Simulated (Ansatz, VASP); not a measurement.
# Sb: VASP beside Ansatz

The input INCAR:

```
SYSTEM = Sb
ALGO = Normal
EDIFF = 1E-6
ENCUT = 500
GGA = PE
GGA_COMPAT = .FALSE.
ISIF = 2
ISMEAR = -1
LASPH = .TRUE.
LCHARG = .FALSE.
LREAL = .FALSE.
LWAVE = .FALSE.
NBANDS = 8
NELM = 120
PREC = Accurate
SIGMA = 0.1
```

The input KPOINTS:

```
k-points
0
G
  16 16 16
  0 0 0
```

POSCAR

```
Sb
1.0
   -1.5993825029      1.5993825029      1.5993825029
    1.5993825029     -1.5993825029      1.5993825029
    1.5993825029      1.5993825029     -1.5993825029
Sb
1
Direct
    0.0000000000      0.0000000000      0.0000000000
```

Input for Ansatz:

```yaml
crystal:
  lattice:
    - [-1.5993825029, 1.5993825029, 1.5993825029]
    - [1.5993825029, -1.5993825029, 1.5993825029]
    - [1.5993825029, 1.5993825029, -1.5993825029]
  atoms:
    - { symbol: Sb, position: [0.0, 0.0, 0.0] }
kpoints:
  mp_grid: { grid: [16, 16, 16] }
scf:
  occupations: { method: fermi_dirac, width: 0.1 }
hamiltonian:
  xc: pbe
  pseudopotentials: { kind: all_electron, lapw: { basis_error: 0.001 } }
output:
  forces: true
  stress: true
  eigenvalues: true
  populations: true
```

Change from the starting cell: volume scaled by 0.6, LAPW.

Alike in both runs: task single point; functional PBE; k mesh 16 × 16 × 16; occupations fermi-dirac, width 0.1 eV; no spin polarisation.

```csv
,VASP,Ansatz
version,VASP 6.6.1,Ansatz 0.2.0
potentials or method,"VASP PAW PBE potentials, release 64 (Sb), cutoff 500 eV","all-electron LAPW, scalar-relativistic"
```

```tsv
	VASP	Ansatz	Ansatz less VASP
pressure (GPa)	99.8	98.3	-1.51
```

Both programs put the cell under a high pressure, so it lies far from rest at this level. Ansatz ran all-electron here, and VASP with PAW potentials.

Spin-orbit coupling is off throughout. Noted on VASP's run: the cell as given lies far from equilibrium.
